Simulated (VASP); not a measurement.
# ZnSe (F-43m) in VASP: single point with PBE0

Aim: the single point of ZnSe with PBE0.

Everything below comes from runs of VASP 6.6.1. Logs are shortened: lines on timing, memory, paths and dates and some standing lists are left out, and cuts for length are marked.

## 1. The cell of the first run

The structure is cubic, space group F-43m (No. 216). Conventional cell: a = 5.665 Å, b = 5.665 Å, c = 5.665 Å, α = 90.00°, β = 90.00°, γ = 90.00°. Zn (site symmetry -43m) has 4 Se at 2.45 Å within 3.2 Å. Se (site symmetry -43m) has 4 Zn at 2.45 Å within 3.2 Å.

## 2. Single point, PBE0

Contents of POSCAR:

```
ZnSe
1.0
    0.0000000000      2.8324206844      2.8324206844
    2.8324206844      0.0000000000      2.8324206844
    2.8324206844      2.8324206844      0.0000000000
Zn Se
1 1
Direct
    0.0000000000      0.0000000000      0.0000000000
    0.2500000000      0.2500000000      0.2500000000
```

Contents of INCAR.step1:

```
SYSTEM = ZnSe
ALGO = Normal ; EDIFF = 1E-5
ENCUT = 520 ; GGA = PE
ISIF = 2 ; ISMEAR = 0
LASPH = .TRUE. ; LCHARG = .FALSE.
LREAL = .FALSE. ; LWAVE = .TRUE.
NBANDS = 16 ; NELM = 60
PREC = Accurate ; SIGMA = 0.01
```

Contents of INCAR.step2:

```
SYSTEM = ZnSe
AEXX = 0.25 ; ALGO = Normal
EDIFF = 1E-7 ; ENCUT = 520
GGA = PE ; ISIF = 2
ISMEAR = 0 ; ISTART = 1
LASPH = .TRUE. ; LCHARG = .FALSE.
LHFCALC = .TRUE. ; LREAL = .FALSE.
LWAVE = .FALSE. ; NBANDS = 16
NELM = 60 ; PREC = Accurate
PRECFOCK = Normal ; SIGMA = 0.01
```

Contents of KPOINTS:

```
k-points
0
G
  6 6 6
  0 0 0
```

Potentials or basis: VASP PAW PBE potentials, release 64 (Zn, Se).

The run is started by

```
$ cat potpaw_PBE.64/Zn/POTCAR potpaw_PBE.64/Se/POTCAR > POTCAR
$ cp INCAR.step1 INCAR
$ mpirun -np 1 vasp_std > vasp.out
$ cp INCAR.step2 INCAR
$ mpirun -np 1 vasp_std > vasp.out
```

OUTCAR:

```text
SYSTEM = ZnSe
   AEXX = 0.25
   EDIFF = 1E-7
   ENCUT = 520
   GGA = PE
   ISIF = 2
   ISMEAR = 0
   ISTART = 1
   LASPH = .TRUE.
   LHFCALC = .TRUE.
   LREAL = .FALSE.
   NELM = 60
   PREC = Accurate
   PRECFOCK = Normal

 ion  position               nearest neighbor table
   1  0.000  0.000  0.000-   2 2.45   2 2.45   2 2.45   2 2.45
   2  0.250  0.250  0.250-   1 2.45   1 2.45   1 2.45   1 2.45

  LATTYP: Found a face centered cubic cell.
 ALAT       =     5.6648413688

  Lattice vectors:

 A1 = (   0.0000000000,   2.8324206844,   2.8324206844)
 A2 = (   2.8324206844,   0.0000000000,   2.8324206844)
 A3 = (   2.8324206844,   2.8324206844,   0.0000000000)

Analysis of symmetry for initial positions (statically):
=====================================================================
 Subroutine PRICEL returns:
 Original cell was already a primitive cell.

 Routine SETGRP: Setting up the symmetry group for a
 face centered cubic supercell.

 Subroutine GETGRP returns: Found 24 space group operations
 (whereof 24 operations were pure point group operations)
 out of a pool of 48 trial point group operations.

The static configuration has the point symmetry T_d .

Analysis of symmetry for dynamics (positions and initial velocities):
=====================================================================
 Subroutine PRICEL returns:
 Original cell was already a primitive cell.

 Routine SETGRP: Setting up the symmetry group for a
 face centered cubic supercell.

 Subroutine GETGRP returns: Found 24 space group operations
 (whereof 24 operations were pure point group operations)
 out of a pool of 48 trial point group operations.

The dynamic configuration has the point symmetry T_d .

 Subroutine INISYM returns: Found 24 space group operations
 (whereof 24 operations are pure point group operations),
 and found     1 'primitive' translations

----------------------------------------------------------------------------------------

                                     Primitive cell

  volume of cell :      45.4468

  direct lattice vectors                    reciprocal lattice vectors
     0.000000000  2.832420684  2.832420684    -0.176527450  0.176527450  0.176527450
     2.832420684  0.000000000  2.832420684     0.176527450 -0.176527450  0.176527450
     2.832420684  2.832420684  0.000000000     0.176527450  0.176527450 -0.176527450

  length of vectors
[... 79 lines left out ...]
   ISIF   =      2    stress and relaxation
   ISYM   =      3    0-nonsym 1-usesym 2-fastsym
   POTIM  = 0.5000    time-step for ionic-motion
   TEBEG  =    0.0;   TEEND  =   0.0 temperature during run
   PSTRESS=    0.0 pullay stress
   NELECT =      18.0000    total number of electrons
   NUPDOWN=      -1.0000    fix difference up-down
   EMIN   =  10.00;   EMAX   =-10.00  energy-range for DOS
   EFERMI =   0.00;   METHOD = LEGACY
   ISMEAR =     0;   SIGMA  =   0.01  broadening in eV -4-tet -1-fermi 0-gaus
   EFERMI_NEDOS =   21; number of points for ismear=-14 and -15
   IALGO  =     38    algorithm
   IMIX   =      1    mixing-type and parameters
     AMIX     =   0.40;   BMIX     =  1.00
     AMIX_MAG =   1.60;   BMIX_MAG =  1.00
  volume/ion in A,a.u.               =      22.72       153.35
  Fermi-wavevector in a.u.,A,eV,Ry     =   1.202259  2.271939 19.666213  1.445426
  Thomas-Fermi vector in A             =   2.338045
   LORBIT       =      0    0 simple, 1 ext, 2 COOP (PROOUT), +10 PAW based schemes
   GGA     = PE    functional components
   LHFCALC =     T    Hartree Fock is set to
   PRECFOCK=normal    Normal, Fast or Accurate (Low or Medium for compatibility)
   ENCUT4O =  -1.0   cutoff for four orbital integrals eV
   NKREDX  =     1    reduce k-point grid by
   NKREDY  =     1    reduce k-point grid by
   NKREDZ  =     1    reduce k-point grid by
   AEXX    =    0.2500 exact exchange contribution
   HFSCREEN=    0.0000 screening length (either q_TF or 0.3 A-1)
   HFSCREENC=   0.0000 screening length for correlation (either q_TF or 0.3 A-1)
   ENCUTFOCK=  -1.0 apply spherical cutoff to Coloumb kernel
   IVDW    =     0    specifies the selected vdW correction
   LEPSILON=     F    determine dielectric tensor
   LRPA    =     F    only Hartree local field effects (RPA)
 non-spin polarized calculation
 Gauss-broadening in eV      SIGMA  =   0.01
  energy-cutoff  :      520.00
  volume of cell :       45.45
 maximum number of plane-waves:      1243
 NGX is ok and might be reduce to    30
  NGX = 24; NGY = 24; NGZ = 24

 number of electron      18.0000011 magnetization

 Free energy of the ion-electron system (eV)
  ---------------------------------------------------
  ext. energy  EPLUGINS =         0.00000000
  ---------------------------------------------------
  free energy    TOTEN  =        -7.97403556 eV

  energy without entropy =       -7.97403556  energy(sigma->0) =       -7.97403556

 E-fermi :   0.6736     XC(G=0):  -7.3640

 val. band max:        0.6164080010   @ k =   0.0000   0.0000   0.0000
 cond. band min:       3.6770866809   @ k =   0.0000   0.0000   0.0000
 fundamental gap:      3.0606786799
 Fermi energy:         0.6736296933

 k-point     1 :       0.0000    0.0000    0.0000
  band No.  band energies     occupation
      1     -13.8470      2.00000
      2      -7.6306      2.00000
      3      -7.6306      2.00000
      4      -7.6306      2.00000
      5      -7.2994      2.00000
      6      -7.2994      2.00000
[... 281 lines left out ...]
      3      -7.4469      2.00000
      4      -7.3664      2.00000
      5      -7.2851      2.00000
      6      -6.9842      2.00000
[... 8 lines left out ...]
     15      16.6323      0.00000
     16      16.9017      0.00000

------------------------ aborting loop because EDIFF is reached ----------------------------------------

  FORCE on cell =-STRESS in cart. coord.  units (eV):
  Direction    XX          YY          ZZ          XY          YZ          ZX
  --------------------------------------------------------------------------------------
  -------------------------------------------------------------------------------------
  Total        0.2994732      0.2994732      0.2994732      0.0000000      0.0000000      0.0000000
  in kB       10.5576014     10.5576014     10.5576014      0.0000000      0.0000000      0.0000000
  external PRESSURE =      10.5576014 kB  Pullay stress =       0.0000000 kB

 VOLUME and BASIS-vectors are now :
 -----------------------------------------------------------------------------
  energy-cutoff  :      520.00
  volume of cell :       45.45
      direct lattice vectors                 reciprocal lattice vectors
     0.000000000  2.832420684  2.832420684    -0.176527450  0.176527450  0.176527450
     2.832420684  0.000000000  2.832420684     0.176527450 -0.176527450  0.176527450
     2.832420684  2.832420684  0.000000000     0.176527450  0.176527450 -0.176527450

 POSITION                                       TOTAL-FORCE (eV/Angst)
 -----------------------------------------------------------------------------------
      0.00000      0.00000      0.00000        -0.000000     -0.000000     -0.000000
      1.41621      1.41621      1.41621         0.000000      0.000000      0.000000
 -----------------------------------------------------------------------------------
    total drift:                                0.000023      0.000023      0.000015

  FREE ENERGIE OF THE ION-ELECTRON SYSTEM (eV)
  ---------------------------------------------------
  free  energy   TOTEN  =        -7.9740355649 eV

  energy  without entropy=       -7.9740355649  energy(sigma->0) =       -7.97403556
```

It took 65 min on 1 thread of AMD EPYC 7R43 (Zen 3), shared host; peak memory 0.16 GiB.

What came out:

- Free energy: -7.9740 eV
- Pressure: 1.1 GPa
- Band gap on the k mesh: 3.06 eV

Levels at points of the mesh, in eV from the valence-band top:
| k point | band 5 | band 6 | band 7 | band 8 | band 9 | band 10 | band 11 | band 12 | band 13 | band 14 |
| --- | --- | --- | --- | --- | --- | --- | --- | --- | --- | --- |
| (0.00, 0.00, 0.00) | -7.92 | -7.92 | 0.00 | 0.00 | 0.00 | 3.06 | 7.66 | 7.66 | 7.66 | 12.00 |
| (0.50, 0.00, 0.00) | -7.90 | -7.73 | -5.63 | -0.93 | -0.93 | 4.33 | 8.21 | 8.21 | 10.45 | 13.06 |
| (0.50, 0.50, 0.00) | -7.87 | -7.69 | -5.21 | -2.35 | -2.35 | 4.53 | 5.20 | 12.91 | 13.57 | 13.57 |

Caveat: the PAW data sets were made with another functional, which shifts forces and pressure a little.
